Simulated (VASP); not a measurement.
Here is a VASP 6.6.1 calculation.

Contents of INCAR:

```
ALGO = Fast
EDIFF = 1E-6
EDIFFG = -0.002
ENCUT = 600
GGA = PE
IBRION = 2
ISIF = 3
ISMEAR = 0
LASPH = True
LCHARG = False
LREAL = False
LWAVE = False
NELM = 80
NSW = 100
PREC = Accurate
SIGMA = 0.1
```

Contents of KPOINTS:

```
k-points
0
Gamma
  15 15 8
```

The input POSCAR:

```
Mg
1.0
    3.2093000000      0.0000000000      0.0000000000
   -1.6046500000      2.7793353300      0.0000000000
    0.0000000000      0.0000000000      5.2103000000
Mg
2
Direct
    0.3333333300      0.6666666700      0.2500000000
    0.6666666700      0.3333333300      0.7500000000
```

Potentials or basis: VASP PAW PBE potentials, release 64 (Mg).

Command:

```sh
$ cat potpaw_PBE.64/Mg/POTCAR > POTCAR
$ mpirun -np 1 vasp_std > vasp.out
```

Task: Estimate the band gap on the k mesh.

Result: Zero (band 2 reaches 3.55 eV, above the bottom of band 3 at 1.54 eV).

Task: Predict the relaxed volume.

Result: 22.86 Å³/atom.

The path:
| step | energy change (eV) | largest force (eV/Å) | pressure (GPa) | volume (Å³) |
| --- | --- | --- | --- | --- |
| 1 | 0.0000 | 0.0000 | -0.58 | 46.47 |
| 2 | -0.0019 | 0.0000 | -0.16 | 45.91 |
| 3 | -0.0022 | 0.0000 | 0.08 | 45.61 |
| 4 | -0.0022 | 0.0000 | 0.09 | 45.59 |
| 5 | -0.0024 | 0.0000 | 0.05 | 45.65 |
| 6 | -0.0024 | 0.0000 | 0.01 | 45.70 |
| 7 | -0.0024 | 0.0000 | 0.01 | 45.70 |
| 8 | -0.0024 | 0.0000 | 0.01 | 45.70 |
| 9 | -0.0024 | 0.0000 | 0.00 | 45.72 |
